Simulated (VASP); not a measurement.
# Ba (I4/mmm) in VASP: single point with LDA

Aim: the single point of Ba with LDA.

Program: VASP 6.6.1. These are calculated values, not measurements. Logs are shortened: lines on timing, memory, paths and dates and some standing lists are left out, and cuts for length are marked.

**1. The cell of the first run**

The structure is tetragonal, space group I4/mmm (No. 139). Conventional cell: a = 3.935 Å, b = 3.935 Å, c = 11.407 Å, α = 90.00°, β = 90.00°, γ = 90.00°. Ba (site symmetry 4/mmm) has 4 Ba at 3.94 Å within 5.2 Å.

**2. Single point, LDA**

INCAR

```
SYSTEM = Ba
ALGO = Normal ; EDIFF = 1E-6
ENCUT = 520 ; ISIF = 2
ISMEAR = 0 ; LASPH = .TRUE.
LCHARG = .TRUE. ; LELF = .TRUE.
LREAL = .FALSE. ; LVHAR = .TRUE.
LWAVE = .FALSE. ; NBANDS = 11
NELM = 60 ; PREC = Accurate
SIGMA = 0.1
```

KPOINTS

```
k-points
0
G
  8 8 8
  0 0 0
```

POSCAR

```
Ba
1.0
   -1.9675000000      1.9675000000      5.7035000000
    1.9675000000     -1.9675000000      5.7035000000
    1.9675000000      1.9675000000     -5.7035000000
Ba
1
Direct
    0.0000000000      0.0000000000      0.0000000000
```

Potentials or basis: VASP PAW LDA potentials, release 64 (Ba_sv).

Launch:

```
$ cat potpaw_LDA.64/Ba_sv/POTCAR > POTCAR
$ mpirun -np 1 vasp_std > vasp.out
```

OUTCAR:

```text
SYSTEM = Ba
   EDIFF = 1E-6
   ENCUT = 520
   ISIF = 2
   ISMEAR = 0
   LASPH = .TRUE.
   LREAL = .FALSE.
   NELM = 60
   PREC = Accurate

 ion  position               nearest neighbor table
   1  0.000  0.000  0.000-

  LATTYP: Found a body centered tetragonal cell.
 ALAT       =     3.9350000000
 C/A-ratio  =     2.8988564168

  Lattice vectors:

 A1 = (  -1.9675000000,   1.9675000000,   5.7035000000)
 A2 = (   1.9675000000,  -1.9675000000,   5.7035000000)
 A3 = (   1.9675000000,   1.9675000000,  -5.7035000000)

Analysis of symmetry for initial positions (statically):
=====================================================================
 Subroutine PRICEL returns:
 Original cell was already a primitive cell.

 Routine SETGRP: Setting up the symmetry group for a
 body centered tetragonal supercell.

 Subroutine GETGRP returns: Found 16 space group operations
 (whereof 16 operations were pure point group operations)
 out of a pool of 16 trial point group operations.

The static configuration has the point symmetry D_4h.

Analysis of symmetry for dynamics (positions and initial velocities):
=====================================================================
 Subroutine PRICEL returns:
 Original cell was already a primitive cell.

 Routine SETGRP: Setting up the symmetry group for a
 body centered tetragonal supercell.

 Subroutine GETGRP returns: Found 16 space group operations
 (whereof 16 operations were pure point group operations)
 out of a pool of 16 trial point group operations.

The dynamic configuration has the point symmetry D_4h.

 Subroutine INISYM returns: Found 16 space group operations
 (whereof 16 operations are pure point group operations),
 and found     1 'primitive' translations

----------------------------------------------------------------------------------------

                                     Primitive cell

  volume of cell :      88.3143

  direct lattice vectors                    reciprocal lattice vectors
    -1.967500000  1.967500000  5.703500000     0.000000000  0.254129606  0.087665469
     1.967500000 -1.967500000  5.703500000     0.254129606  0.000000000  0.087665469
     1.967500000  1.967500000 -5.703500000     0.254129606  0.254129606  0.000000000

  length of vectors
     6.346024326  6.346024326  6.346024326     0.268825391  0.268825391  0.359393536

  position of ions in fractional coordinates (direct lattice)
     0.000000000  0.000000000  0.000000000

  ion indices of the primitive-cell ions
   primitive index   ion index
                 1           1

----------------------------------------------------------------------------------------

 KPOINTS: k-points

Automatic generation of k-mesh.
 Grid dimensions read from file:
 generate k-points for:    8    8    8

 Generating k-lattice:

  Cartesian coordinates                     Fractional coordinates (reciprocal lattice)
     0.000000000  0.031766201  0.010958184     0.125000000  0.000000000 -0.000000000
     0.031766201  0.000000000  0.010958184     0.000000000  0.125000000 -0.000000000
     0.031766201  0.031766201  0.000000000     0.000000000  0.000000000  0.125000000

  Length of vectors
     0.033603174  0.033603174  0.044924192

  Shift w.r.t. Gamma in fractional coordinates (k-lattice)
     0.000000000  0.000000000  0.000000000

 Subroutine IBZKPT returns following result:
 ===========================================

 Found     59 irreducible k-points:

 Following reciprocal coordinates:
            Coordinates               Weight
  0.000000  0.000000  0.000000      1.000000
  0.125000  0.000000 -0.000000      8.000000
  0.250000  0.000000 -0.000000      8.000000
  0.375000  0.000000  0.000000      8.000000
  0.500000  0.000000 -0.000000      4.000000
  0.125000  0.125000 -0.000000      8.000000
[... 16 lines left out ...]
  0.250000  0.125000  0.125000     16.000000
  0.375000  0.125000  0.125000      8.000000
 [... further k-points ...]
   k-points           NKPTS =     59   k-points in BZ     NKDIM =     59   number of bands    NBANDS=     11
   number of dos      NEDOS =    301   number of ions     NIONS =      1
   total plane-waves  NPLWV = 110592
   dimension x,y,z NGX =    48 NGY =   48 NGZ =   48
   dimension x,y,z NGXF=    96 NGYF=   96 NGZF=   96
   ions per type =               1
   NGX,Y,Z   is equivalent  to a cutoff of  12.57, 12.57, 12.57 a.u.
   NGXF,Y,Z  is equivalent  to a cutoff of  25.15, 25.15, 25.15 a.u.
 SYSTEM =  Ba
   PREC   = accura    normal or accurate (medium, high low for compatibility)
   ISTART =      0    job   : 0-new  1-cont  2-samecut
   ICHARG =      2    charge: 1-file 2-atom 10-const
   ISPIN  =      1    spin polarized calculation?
   LNONCOLLINEAR =      F non collinear calculations
   LSORBIT =      F    spin-orbit coupling
   LASPH  =      T    aspherical Exc in radial PAW
   ENCUT  =  520.0 eV  38.22 Ry    6.18 a.u.  11.80 11.80 11.80*2*pi/ulx,y,z
   NELM   =     60;   NELMIN=  2; NELMDL= -5     # of ELM steps
   EDIFF  = 0.1E-05   stopping-criterion for ELM
   LREAL  =      F    real-space projection
   EDIFFG = 0.1E-04   stopping-criterion for IOM
   NSW    =      0    number of steps for IOM
   IBRION =     -1    ionic relax: 0-MD 1-quasi-New 2-CG
   NFREE  =      0    steps in history (QN), initial steepest desc. (CG)
   ISIF   =      2    stress and relaxation
   ISYM   =      2    0-nonsym 1-usesym 2-fastsym
   POTIM  = 0.5000    time-step for ionic-motion
   TEBEG  =    0.0;   TEEND  =   0.0 temperature during run
   PSTRESS=    0.0 pullay stress
   NELECT =      10.0000    total number of electrons
   NUPDOWN=      -1.0000    fix difference up-down
   EMIN   =  10.00;   EMAX   =-10.00  energy-range for DOS
   EFERMI =   0.00;   METHOD = LEGACY
   ISMEAR =     0;   SIGMA  =   0.10  broadening in eV -4-tet -1-fermi 0-gaus
   EFERMI_NEDOS =   21; number of points for ismear=-14 and -15
   IALGO  =     38    algorithm
   IMIX   =      4    mixing-type and parameters
     AMIX     =   0.40;   BMIX     =  1.00
     AMIX_MAG =   1.60;   BMIX_MAG =  1.00
  volume/ion in A,a.u.               =      88.31       595.97
  Fermi-wavevector in a.u.,A,eV,Ry     =   0.792011  1.496684  8.534681  0.627281
  Thomas-Fermi vector in A             =   1.897665
   LORBIT       =      0    0 simple, 1 ext, 2 COOP (PROOUT), +10 PAW based schemes
   GGA     = CA    functional components
   LHFCALC =     F    Hartree Fock is set to
   AEXX    =    0.0000 exact exchange contribution
   IVDW    =     0    specifies the selected vdW correction
   LEPSILON=     F    determine dielectric tensor
   LRPA    =     F    only Hartree local field effects (RPA)
 non-spin polarized calculation
 Gauss-broadening in eV      SIGMA  =   0.10
  energy-cutoff  :      520.00
  volume of cell :       88.31
 maximum number of plane-waves:      2422
   NGX = 23   NGY = 23   NGZ = 23

 number of electron      10.0000000 magnetization

 Free energy of the ion-electron system (eV)
  ---------------------------------------------------
  ext. energy  EPLUGINS =         0.00000000
  ---------------------------------------------------
  free energy    TOTEN  =        -1.47850886 eV

  energy without entropy =       -1.45893282  energy(sigma->0) =       -1.46872084

 E-fermi :   0.3306     XC(G=0):  -6.4117

 val. band max:        0.3296800142   @ k =   0.5000   0.2500   0.0000
 cond. band min:       0.3415288717   @ k =  -0.2500  -0.2500   0.2500
 fundamental gap:      0.0118488575
 Fermi energy:         0.3305620684

 k-point     1 :       0.0000    0.0000    0.0000
  band No.  band energies     occupation
      1     -29.0152      2.00000
      2     -14.2568      2.00000
      3     -13.8014      2.00000
      4     -13.8014      2.00000
      5      -1.9530      2.00000
      6       0.3286      1.02214
      7       0.4194      0.20911
      8       3.4162      0.00000
      9       3.6395      0.00000
     10       3.6395      0.00000
     11       5.1269      0.00000

 k-point     2 :       0.1250    0.0000   -0.0000
  band No.  band energies     occupation
      1     -29.0063      2.00000
      2     -14.2452      2.00000
      3     -13.9177      2.00000
      4     -13.7916      2.00000
      5      -1.6980      2.00000
      6       0.4577      0.07220
      7       0.6771      0.00000
      8       2.4416      0.00000
      9       3.7088      0.00000
     10       4.3357      0.00000
     11       4.6328      0.00000

 k-point     3 :       0.2500    0.0000   -0.0000
  band No.  band energies     occupation
      1     -28.9845      2.00000
      2     -14.2167      2.00000
      3     -14.1839      2.00000
      4     -13.7677      2.00000
      5      -1.0671      2.00000
      6       0.6469      0.00001
      7       1.3029      0.00000
      8       1.7530      0.00000
      9       3.7822      0.00000
     10       3.8944      0.00000
     11       4.4554      0.00000

 k-point     4 :       0.3750    0.0000    0.0000
  band No.  band energies     occupation
      1     -28.9626      2.00000
      2     -14.4329      2.00000
      3     -14.1878      2.00000
      4     -13.7435      2.00000
      5      -0.3441      2.00000
      6       0.5456      0.00236
      7       1.3146      0.00000
      8       2.3231      0.00000
      9       3.1674      0.00000
     10       4.0414      0.00000
     11       4.0851      0.00000
[... 239 lines left out ...]
 k-point    22 :       0.1250    0.1250    0.1250
  band No.  band energies     occupation
      1     -28.9543      2.00000
      2     -14.1759      2.00000
      3     -14.1518      2.00000
      4     -14.1288      2.00000
      5      -0.3225      2.00000
      6       1.2279      0.00000
      7       1.9307      0.00000
      8       1.9432      0.00000
      9       2.1167      0.00000
     10       2.6521      0.00000
     11       5.5816      0.00000

 k-point    23 :       0.2500    0.1250    0.1250
  band No.  band energies     occupation
      1     -28.9327      2.00000
      2     -14.3838      2.00000
      3     -14.1475      2.00000
      4     -14.1088      2.00000
      5       0.1616      1.98313
      6       0.8588      0.00000
      7       1.7764      0.00000
      8       2.0350      0.00000
      9       2.4051      0.00000
     10       3.4796      0.00000
     11       5.2192      0.00000

 k-point    24 :       0.3750    0.1250    0.1250
  band No.  band energies     occupation
      1     -28.9237      2.00000
      2     -14.4802      2.00000
      3     -14.1356      2.00000
      4     -14.0959      2.00000
      5       0.3425      0.86598
      6       0.6034      0.00011
      7       1.8974      0.00000
      8       2.0388      0.00000
      9       2.5269      0.00000
     10       3.7382      0.00000
     11       5.6877      0.00000

 [... further k-points ...]

------------------------ aborting loop because EDIFF is reached ----------------------------------------

  FORCE on cell =-STRESS in cart. coord.  units (eV):
  Direction    XX          YY          ZZ          XY          YZ          ZX
  --------------------------------------------------------------------------------------
  -------------------------------------------------------------------------------------
  Total        0.0715395      0.0715395     -1.3938565      0.0000000     -0.0000000      0.0000000
  in kB        1.2978526      1.2978526    -25.2870239      0.0000000     -0.0000000      0.0000000
  external PRESSURE =      -7.5637729 kB  Pullay stress =       0.0000000 kB

 VOLUME and BASIS-vectors are now :
 -----------------------------------------------------------------------------
  energy-cutoff  :      520.00
  volume of cell :       88.31
      direct lattice vectors                 reciprocal lattice vectors
    -1.967500000  1.967500000  5.703500000     0.000000000  0.254129606  0.087665469
     1.967500000 -1.967500000  5.703500000     0.254129606  0.000000000  0.087665469
     1.967500000  1.967500000 -5.703500000     0.254129606  0.254129606  0.000000000

 POSITION                                       TOTAL-FORCE (eV/Angst)
 -----------------------------------------------------------------------------------
      0.00000      0.00000      0.00000         0.000000      0.000000     -0.000000
 -----------------------------------------------------------------------------------
    total drift:                                0.000000      0.000000      0.000000

  FREE ENERGIE OF THE ION-ELECTRON SYSTEM (eV)
  ---------------------------------------------------
  free  energy   TOTEN  =        -1.4785088558 eV

  energy  without entropy=       -1.4589328193  energy(sigma->0) =       -1.46872084
```

Wall time 2.1 min (1 thread of Intel Xeon 8259CL, shared host); peak memory 0.27 GiB.

Results:

* Free energy: -1.4785 eV
* Pressure: -0.8 GPa
* Band gap on the k mesh: zero (bands 5 and 6 overlap by 0.16 eV)

Stress tensor (GPa, compression positive):
```
 0.13  0.00  0.00
 0.00  0.13  0.00
 0.00  0.00 -2.53
```

Levels at points of the mesh, in eV from the Fermi level:
| k point | band 2 | band 3 | band 4 | band 5 | band 6 | band 7 | band 8 | band 9 |
| --- | --- | --- | --- | --- | --- | --- | --- | --- |
| (0.00, 0.00, 0.00) | -14.59 | -14.13 | -14.13 | -2.28 | 0.00 | 0.09 | 3.09 | 3.31 |
| (0.50, 0.00, 0.00) | -14.86 | -14.51 | -14.06 | -0.35 | 0.12 | 1.27 | 1.82 | 2.62 |
| (0.50, 0.50, 0.00) | -14.76 | -14.76 | -14.43 | -0.82 | 0.71 | 1.27 | 2.43 | 3.56 |
| (0.50, 0.50, 0.50) | -14.60 | -14.13 | -14.13 | -1.70 | -0.08 | -0.04 | 1.90 | 3.54 |

Caveat: spin-orbit coupling is left out, which moves the levels of the heavy elements.
